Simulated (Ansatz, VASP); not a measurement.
## Se in VASP and in Ansatz

The input INCAR:

```
ALGO     = Normal         # electronic algorithm
EDIFF    = 1E-6           # SCF threshold, eV
ENCUT    = 520            # plane-wave cutoff, eV
GGA      = PS             # functional
ISIF     = 2              # what is computed and relaxed
ISMEAR   = -1             # smearing method
LASPH    = T              # aspherical terms in the spheres
LCHARG   = F              # write CHGCAR
LREAL    = F              # projectors in reciprocal space
LWAVE    = F              # write WAVECAR
NBANDS   = 27             # bands
NELM     = 80             # most SCF steps
PREC     = Accurate       # precision mode
SIGMA    = 0.01           # smearing width, eV
```

KPOINTS

```
k-points
0
Gamma
  6 6 6
```

POSCAR

```
Se
1.0
    5.6809998619      3.2799267995      1.5206199000
   -5.6809998619      3.2799267995      1.5206199000
    0.0000000000     -6.5598535991      1.5206199000
Se
6
Direct
    0.2806600000      0.1625100000      0.9181800000
    0.9181800000      0.2806600000      0.1625100000
    0.1625100000      0.9181800000      0.2806600000
    0.7193400000      0.8374900000      0.0818200000
    0.0818200000      0.7193400000      0.8374900000
    0.8374900000      0.0818200000      0.7193400000
```

Input for Ansatz:

```yaml
crystal:
  lattice:
    - [5.6809998619, 3.2799267995, 1.5206199]
    - [-5.6809998619, 3.2799267995, 1.5206199]
    - [0.0, -6.5598535991, 1.5206199]
  atoms:
    - { symbol: Se, position: [0.28066, 0.16251, 0.91818] }
    - { symbol: Se, position: [0.91818, 0.28066, 0.16251] }
    - { symbol: Se, position: [0.16251, 0.91818, 0.28066] }
    - { symbol: Se, position: [0.71934, 0.83749, 0.08182] }
    - { symbol: Se, position: [0.08182, 0.71934, 0.83749] }
    - { symbol: Se, position: [0.83749, 0.08182, 0.71934] }
kpoints:
  mp_grid: { grid: [6, 6, 6] }
  band_path:
    path:
      - [0.0, 0.0, 0.0]
      - [0.5, 0.0, 0.0]
      - [0.5, -0.5, 0.5]
      - [0.2024896529, -0.7975103471, 0.2024896529]
      - [0.2024896529, 0.2024896529, 0.2024896529]
      - [0.0, 0.0, 0.0]
      - [0.5, -0.5, 0.0]
    npoints: 5
scf:
  occupations: { method: fermi_dirac, width: 0.01 }
hamiltonian:
  xc: pbesol
  pseudopotentials: { kind: all_electron, lapw: { basis_error: 0.001 } }
output:
  forces: true
  stress: true
  eigenvalues: true
```

Change from the starting cell: zz strain of +3 %.

Alike in both runs: task single point; functional PBEsol; k mesh 6 × 6 × 6; occupations fermi-dirac, width 0.01 eV; no spin polarisation.

```csv
,VASP,Ansatz
version,VASP 6.6.1,Ansatz 0.2.0
potentials or method,"VASP PAW PBE potentials, release 64 (Se), cutoff 520 eV","all-electron LAPW, scalar-relativistic"
```

```csv
,VASP,Ansatz,Ansatz less VASP
gap on the k mesh at the Fermi level (eV),1.27,1.28,+0.011
pressure (GPa),-0.7,-0.8,-0.18
"traceless stress, the component that is largest in VASP (GPa)",0.12,0.18,+0.062
rms of the force components (eV/Å),0.128,0.111,-0.0169
```

VASP's potentials were made for PBE, not for PBEsol. Atom by atom the forces differ by 0.030 eV/Å (rms over components). Ansatz ran all-electron here, and VASP with PAW potentials.
